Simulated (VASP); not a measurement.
# SnO2 (Pbcn) in VASP: a series of runs

The runs below take SnO2 through relaxation of cell and atoms, single point, with PBE.

Program: VASP 6.6.1. These are calculated values, not measurements. Logs are shortened: lines on timing, memory, paths and dates and some standing lists are left out, and cuts for length are marked.

### Step 1. The cell of the first run

The structure is orthorhombic, space group Pbcn (No. 60). The conventional cell has a = 4.744 Å, b = 5.767 Å, c = 5.258 Å, α = 90.00°, β = 90.00°, γ = 90.00°. Sn (site symmetry 2) has 6 O at 2.04 to 2.12 Å within 2.7 Å. Within 2.7 Å of O (site symmetry 1) lie 3 Sn at 2.04 to 2.12 Å and 1 O at 2.64 Å.

### Step 2. Relaxation of cell and atoms, PBE, target pressure 5 GPa, at which the enthalpy is minimised

INCAR

```
  PREC = Accurate
  ENCUT = 600
  EDIFF = 1E-7
  ISMEAR = 0
  SIGMA = 0.02
  LREAL = F
  LASPH = T
  NELM = 120
  ALGO = Normal
  ISIF = 3
  LWAVE = F
  LCHARG = F
  GGA = PE
  IBRION = 2
  NSW = 70
  EDIFFG = -0.008
  PSTRESS = 50.0
  GGA_COMPAT = F
  NELMIN = 4
  KPAR = 4
```

KPOINTS

```
regular mesh
0
Gamma
  6 6 6
```

POSCAR

```
SnO2
1.0
    4.7441799006      0.0000000000      0.0000000000
    0.0000000000      5.7669002960      0.0000000000
    0.0000000000      0.0000000000      5.2576292189
Sn O
4 8
Direct
    0.5000000000      0.6659081284      0.7500000000
    0.0000000000      0.8340918716      0.2500000000
    0.5000000000      0.3340918716      0.2500000000
    0.0000000000      0.1659081284      0.7500000000
    0.7309504404      0.6061242574      0.0777985046
    0.2309504404      0.8938757426      0.9222014954
    0.7690495596      0.8938757426      0.5777985046
    0.2690495596      0.6061242574      0.4222014954
    0.7309504404      0.3938757426      0.5777985046
    0.2309504404      0.1061242574      0.4222014954
    0.7690495596      0.1061242574      0.0777985046
    0.2690495596      0.3938757426      0.9222014954
```

Potentials or basis: VASP PAW PBE potentials, release 64 (Sn_d, O).

Run with:

```sh
cat potpaw_PBE.64/Sn_d/POTCAR potpaw_PBE.64/O/POTCAR > POTCAR
mpirun -np 4 vasp_std > vasp.out
```

OUTCAR:

```text
PREC = Accurate
   ENCUT = 600
   EDIFF = 1E-7
   ISMEAR = 0
   LREAL = F
   LASPH = T
   NELM = 120
   ISIF = 3
   GGA = PE
   IBRION = 2
   NSW = 70
   EDIFFG = -0.008
   PSTRESS = 50.0
   NELMIN = 4

 ion  position               nearest neighbor table
   1  0.500  0.666  0.750-   6 2.04   7 2.04   5 2.07   8 2.07   9 2.12  12 2.12   3 3.25   3 3.25
                             2 3.67   2 3.67   2 3.67   2 3.67   4 3.73   4 3.73   4 3.73   4 3.73
   2  0.000  0.834  0.250-   5 2.04   8 2.04   7 2.07   6 2.07  10 2.12  11 2.12   4 3.25   4 3.25
                             1 3.67   1 3.67   1 3.67   1 3.67   3 3.73   3 3.73   3 3.73   3 3.73
   3  0.500  0.334  0.250-  10 2.04  11 2.04   9 2.07  12 2.07   5 2.12   8 2.12   1 3.25   1 3.25
                             4 3.67   4 3.67   4 3.67   4 3.67   2 3.73   2 3.73   2 3.73   2 3.73
   4  0.000  0.166  0.750-   9 2.04  12 2.04  11 2.07  10 2.07   6 2.12   7 2.12   2 3.25   2 3.25
                             3 3.67   3 3.67   3 3.67   3 3.67   1 3.73   1 3.73   1 3.73   1 3.73
   5  0.731  0.606  0.078-   2 2.04   1 2.07   3 2.12
   6  0.231  0.894  0.922-   1 2.04   2 2.07   4 2.12
   7  0.769  0.894  0.578-   1 2.04   2 2.07   4 2.12
   8  0.269  0.606  0.422-   2 2.04   1 2.07   3 2.12
   9  0.731  0.394  0.578-   4 2.04   3 2.07   1 2.12
  10  0.231  0.106  0.422-   3 2.04   4 2.07   2 2.12
  11  0.769  0.106  0.078-   3 2.04   4 2.07   2 2.12
  12  0.269  0.394  0.922-   4 2.04   3 2.07   1 2.12

  LATTYP: Found a simple orthorhombic cell.
 ALAT       =     4.7441799006
 B/A-ratio  =     1.1082272024
 C/A-ratio  =     1.2155736959

  Lattice vectors:

 A1 = (  -4.7441799006,   0.0000000000,   0.0000000000)
 A2 = (   0.0000000000,   0.0000000000,   5.2576292189)
 A3 = (   0.0000000000,   5.7669002960,   0.0000000000)

Analysis of symmetry for initial positions (statically):
=====================================================================
 Subroutine PRICEL returns:
 Original cell was already a primitive cell.

 Routine SETGRP: Setting up the symmetry group for a
 simple orthorhombic supercell.

 Subroutine GETGRP returns: Found  8 space group operations
 (whereof  2 operations were pure point group operations)
 out of a pool of  8 trial point group operations.

The static configuration has the point symmetry S_2 .
 The point group associated with its full space group is D_2h.

Analysis of symmetry for dynamics (positions and initial velocities):
=====================================================================
 Subroutine PRICEL returns:
 Original cell was already a primitive cell.

[... 135 lines left out ...]
   ISYM   =      2    0-nonsym 1-usesym 2-fastsym
   POTIM  = 0.5000    time-step for ionic-motion
   TEBEG  =    0.0;   TEEND  =   0.0 temperature during run
   PSTRESS=   50.0 pullay stress
   NELECT =     104.0000    total number of electrons
   NUPDOWN=      -1.0000    fix difference up-down
   EMIN   =  10.00;   EMAX   =-10.00  energy-range for DOS
   EFERMI =   0.00;   METHOD = LEGACY
   ISMEAR =     0;   SIGMA  =   0.02  broadening in eV -4-tet -1-fermi 0-gaus
   EFERMI_NEDOS =   21; number of points for ismear=-14 and -15
   IALGO  =     38    algorithm
   IMIX   =      4    mixing-type and parameters
     AMIX     =   0.40;   BMIX     =  1.00
     AMIX_MAG =   1.60;   BMIX_MAG =  1.00
  volume/ion in A,a.u.               =      11.99        80.89
  Fermi-wavevector in a.u.,A,eV,Ry     =   1.469337  2.776644 29.374316  2.158951
  Thomas-Fermi vector in A             =   2.584727
   LORBIT       =      0    0 simple, 1 ext, 2 COOP (PROOUT), +10 PAW based schemes
   GGA     = PE    functional components
   LHFCALC =     F    Hartree Fock is set to
   AEXX    =    0.0000 exact exchange contribution
   IVDW    =     0    specifies the selected vdW correction
   LEPSILON=     F    determine dielectric tensor
   LRPA    =     F    only Hartree local field effects (RPA)
 conjugate gradient relaxation of ions
 non-spin polarized calculation
 Gauss-broadening in eV      SIGMA  =   0.02
  energy-cutoff  :      600.00
  volume of cell :      143.84
 maximum number of plane-waves:      4841
 NGX is ok and might be reduce to    40
   NGX = 19   NGY = 23   NGZ = 21

--------------------------------------- Ionic step        1  -------------------------------------------

 number of electron     104.0000018 magnetization

 Free energy of the ion-electron system (eV)
  ---------------------------------------------------
  ext. energy  EPLUGINS =         0.00000000
  ---------------------------------------------------
  free energy    TOTEN  =       -74.33738817 eV

  energy without entropy =      -74.33738817  energy(sigma->0) =      -74.33738817

------------------------ aborting loop because EDIFF is reached ----------------------------------------

  FORCE on cell =-STRESS in cart. coord.  units (eV):
  Direction    XX          YY          ZZ          XY          YZ          ZX
  --------------------------------------------------------------------------------------
  -------------------------------------------------------------------------------------
  Total        5.1088736      5.1129194      5.5350307      0.0000000      0.0000000      0.0000000
  in kB       56.9039205     56.9489837     61.6505662      0.0000000      0.0000000      0.0000000
  external PRESSURE =       8.5011568 kB  Pullay stress =      50.0000000 kB
[... 323 lines left out ...]
--------------------------------------- Ionic step        8  -------------------------------------------

 number of electron     104.0000025 magnetization

 Free energy of the ion-electron system (eV)
  ---------------------------------------------------
  ext. energy  EPLUGINS =         0.00000000
  ---------------------------------------------------
  free energy    TOTEN  =       -74.35198735 eV

  energy without entropy =      -74.35198735  energy(sigma->0) =      -74.35198735

 E-fermi :   5.8654     XC(G=0): -11.2601

 val. band max:        5.7479495019   @ k =   0.0000   0.0000   0.0000
 cond. band min:       6.9995870631   @ k =   0.0000   0.0000   0.0000
 fundamental gap:      1.2516375611
 Fermi energy:         5.8653868264

 k-point     1 :       0.0000    0.0000    0.0000
  band No.  band energies     occupation
      1     -14.8864      2.00000
      2     -14.7621      2.00000
      3     -14.6842      2.00000
      4     -14.3949      2.00000
      5     -14.2698      2.00000
      6     -14.1211      2.00000
[... 1549 lines left out ...]
     61      15.7835      0.00000
     62      15.7835      0.00000

 [... further k-points ...]

------------------------ aborting loop because EDIFF is reached ----------------------------------------

  FORCE on cell =-STRESS in cart. coord.  units (eV):
  Direction    XX          YY          ZZ          XY          YZ          ZX
  --------------------------------------------------------------------------------------
  -------------------------------------------------------------------------------------
  Total        4.5573857      4.4584504      4.5401793      0.0000000      0.0000000      0.0000000
  in kB       50.6400762     49.5407419     50.4488851      0.0000000      0.0000000      0.0000000
  external PRESSURE =       0.2099010 kB  Pullay stress =      50.0000000 kB
[... 31 lines left out ...]
  energy  without entropy=      -74.3519873541  energy(sigma->0) =      -74.35198735

  enthalpy is  TOTEN    =       -69.8522057495 eV   P V=        4.4997816046

 reached required accuracy - stopping structural energy minimisation
```

It took 9.1 min on 4 MPI ranks of AMD EPYC 9R45 (Zen 5), shared host; peak memory 0.61 GiB.

What came out:

```yaml
Free_energy: -74.3520 eV
Relaxed_volume: 12.02 Å³/atom
Relaxed_cell: a = 4.747 Å, b = 5.770 Å, c = 5.265 Å, α = 90.00°, β = 90.00°, γ = 90.00°
Space_group_after_relaxing_to_0.1_Å: Pbcn (No. 60)
Energy_change_on_relaxing_the_run_minimises_the_enthalpy: -1.2 meV/atom
Ionic_steps: 8
Pressure_after_relaxing: 5.0 GPa
Largest_force_after_relaxing: 0.006 eV/Å
Band_gap_on_the_k_mesh: 1.25 eV
```

Forces on the atoms (eV/Å):
```
Sn   0.000  0.002  0.000
Sn   0.000 -0.002  0.000
Sn   0.000 -0.002  0.000
Sn   0.000  0.002  0.000
O   -0.006 -0.002  0.000
O   -0.006  0.002  0.000
O    0.006  0.002  0.000
O    0.006 -0.002  0.000
O   -0.006  0.002  0.000
O   -0.006 -0.002  0.000
O    0.006 -0.002  0.000
O    0.006  0.002  0.000
```

Step by step:
| step | energy change (eV) | largest force (eV/Å) | pressure (GPa) | volume (Å³) |
| --- | --- | --- | --- | --- |
| 1 | 0.0000 | 0.0625 | 5.85 | 143.84 |
| 2 | -0.0408 | 0.0494 | 3.82 | 145.17 |
| 3 | -0.0217 | 0.0366 | 4.89 | 144.47 |
| 4 | -0.0200 | 0.0301 | 4.93 | 144.40 |
| 5 | -0.0149 | 0.0242 | 5.05 | 144.21 |
| 6 | -0.0163 | 0.0173 | 4.98 | 144.25 |
| 7 | -0.0167 | 0.0229 | 4.95 | 144.26 |
| 8 | -0.0146 | 0.0063 | 5.02 | 144.19 |

Final structure:
```
CELL_PARAMETERS angstrom
4.74672 0.00000 0.00000
0.00000 5.76971 0.00000
0.00000 0.00000 5.26483
ATOMIC_POSITIONS crystal
Sn 0.50000 0.66685 0.75000
Sn 0.00000 0.83315 0.25000
Sn 0.50000 0.33315 0.25000
Sn 0.00000 0.16685 0.75000
O 0.73233 0.60462 0.07716
O 0.23233 0.89538 0.92284
O 0.76767 0.89538 0.57716
O 0.26767 0.60462 0.42284
O 0.73233 0.39538 0.57716
O 0.23233 0.10462 0.42284
O 0.76767 0.10462 0.07716
O 0.26767 0.39538 0.92284
```

Levels at points of the mesh, in eV from the valence-band top:
```
           k point  band 49  band 50  band 51  band 52  band 53  band 54  band 55  band 56
(0.00, 0.00, 0.00)    -0.56    -0.18    -0.10     0.00     1.25     6.05     6.09     6.74
(0.50, 0.00, 0.00)    -0.27    -0.27    -0.04    -0.04     4.41     4.41     5.17     5.17
(0.00, 0.50, 0.00)    -0.89    -0.89    -0.07    -0.07     3.96     3.96     6.72     6.72
(0.50, 0.50, 0.00)    -0.58    -0.58    -0.18    -0.18     4.87     4.87     5.94     5.94
(0.00, 0.00, 0.50)    -0.22    -0.22    -0.17    -0.17     4.31     4.31     6.08     6.08
(0.50, 0.00, 0.50)    -0.22    -0.22    -0.22    -0.22     4.86     4.86     4.86     4.86
(0.00, 0.50, 0.50)    -0.30    -0.30    -0.30    -0.30     5.41     5.41     5.41     5.41
(0.50, 0.50, 0.50)    -0.34    -0.34    -0.34    -0.34     5.30     5.30     5.30     5.30
```

Caveat: the cell is relaxed towards a set pressure, so the run minimises the enthalpy, not the energy; spin-orbit coupling is left out, which moves the levels of the heavy elements.

### Step 3. Single point, PBE

This run uses another cell than the first one, of 12.19 Å³/atom.

INCAR

```
SYSTEM = SnO2
  PREC = Accurate
  ENCUT = 600
  EDIFF = 1E-6
  ISMEAR = 0
  SIGMA = 0.02
  LREAL = .False.
  LASPH = .True.
  NELM = 120
  ALGO = Normal
  ISIF = 2
  LWAVE = .False.
  LCHARG = .False.
  GGA = PE
  NBANDS = 64
  GGA_COMPAT = .False.
```

KPOINTS

```
regular mesh
0
Gamma
  6 6 6
  0 0 0
```

POSCAR, as its differences from that of step 2:

```diff
@@ -2,5 +2,5 @@
 1.0
-    4.7441799006      0.0000000000      0.0000000000
-    0.0000000000      5.7669002960      0.0000000000
-    0.0000000000      0.0000000000      5.2576292189
+    4.7703709629      0.0000000000      0.0000000000
+    0.0000000000      5.7987374624      0.0000000000
+    0.0000000000      0.0000000000      5.2866548665
 Sn O
```

Potentials or basis: VASP PAW PBE potentials, release 64 (Sn_d, O).

Run with:

```sh
cat potpaw_PBE.64/Sn_d/POTCAR potpaw_PBE.64/O/POTCAR > POTCAR
mpirun -np 1 vasp_std > vasp.out
```

Wall time 16 min (1 thread of Oxide Virtual Turin-like, shared host); peak memory 0.57 GiB.

It converged, with:

```
Free energy            : -74.4053 eV
Pressure               : 2.5 GPa
Largest force          : 0.012 eV/Å
Band gap on the k mesh : 1.11 eV
```

Forces in eV/Å, atoms in the order of the input:
```
Sn   0.000  0.010  0.000
Sn   0.000 -0.010  0.000
Sn   0.000 -0.010  0.000
Sn   0.000  0.010  0.000
O    0.009 -0.006  0.003
O    0.009  0.006 -0.003
O   -0.009  0.006  0.003
O   -0.009 -0.006 -0.003
O    0.009  0.006  0.003
O    0.009 -0.006 -0.003
O   -0.009 -0.006  0.003
O   -0.009  0.006 -0.003
```

Stress tensor (GPa, compression positive):
```
2.47 0.00 0.00
0.00 2.46 0.00
0.00 0.00 2.57
```

Levels at points of the mesh, in eV from the valence-band top:
```tsv
k point	band 48	band 49	band 50	band 51	band 52	band 53	band 54	band 55	band 56	band 57
(0.00, 0.00, 0.00)	-0.59	-0.56	-0.16	-0.10	0.00	1.11	5.90	5.97	6.68	6.75
(0.50, 0.00, 0.00)	-0.84	-0.25	-0.25	-0.04	-0.04	4.29	4.29	5.04	5.04	8.24
(0.00, 0.50, 0.00)	-1.00	-0.86	-0.86	-0.08	-0.08	3.83	3.83	6.60	6.60	8.58
(0.50, 0.50, 0.00)	-0.64	-0.56	-0.56	-0.17	-0.17	4.72	4.72	5.81	5.81	8.48
(0.00, 0.00, 0.50)	-0.72	-0.22	-0.22	-0.17	-0.17	4.19	4.19	5.95	5.95	7.61
(0.50, 0.00, 0.50)	-0.84	-0.21	-0.21	-0.21	-0.21	4.74	4.74	4.74	4.74	8.11
(0.00, 0.50, 0.50)	-1.11	-0.29	-0.29	-0.29	-0.29	5.27	5.27	5.27	5.27	8.62
(0.50, 0.50, 0.50)	-1.03	-0.33	-0.33	-0.33	-0.33	5.17	5.17	5.17	5.17	8.49
```

Caveat: spin-orbit coupling is left out, which moves the levels of the heavy elements.
